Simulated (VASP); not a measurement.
Runs of VASP 6.6.1 on YbSe2. The structure is that of space group Fm-3m (No. 225), or close to it. The cells are those of the table. 

| level | cell | gap on the mesh (eV) | pressure (GPa) | moment (μB) |
| --- | --- | --- | --- | --- |
| PBE | a = 4.751 Å, angles 60.0°, 3 atoms | none | (a) | 0.00 |
| PBEsol | a = 4.816 Å, angles 60.0°, 3 atoms | none | -3.1 | 0.00 |
| LDA | a = 4.816 Å, angles 60.0°, 3 atoms | none | -5.0 | 0.00 |
| PBE | a = 4.726 Å, angles 60.0°, 3 atoms | none | 2.6 | 0.00 |

Alike in all rows: task single point; potentials or basis VASP PAW PBE potentials, release 64 (Yb, Se); spin collinear; k mesh 8 × 8 × 8; cutoff (eV) 520; smearing gaussian 0.05 eV.

Question: Estimate the missing entries.

Answer: (a) 2.1.

Caveats: spin-orbit coupling is left out, which moves the levels of the heavy elements; the cell stands under tension (at least some runs); the PAW data sets were made with another functional, which shifts forces and pressure a little (at least some runs).

A k mesh can miss the band edges, and the runs leave out spin-orbit coupling on Se, Yb.

A gap of «none» marks levels without a gap at the run's occupations.
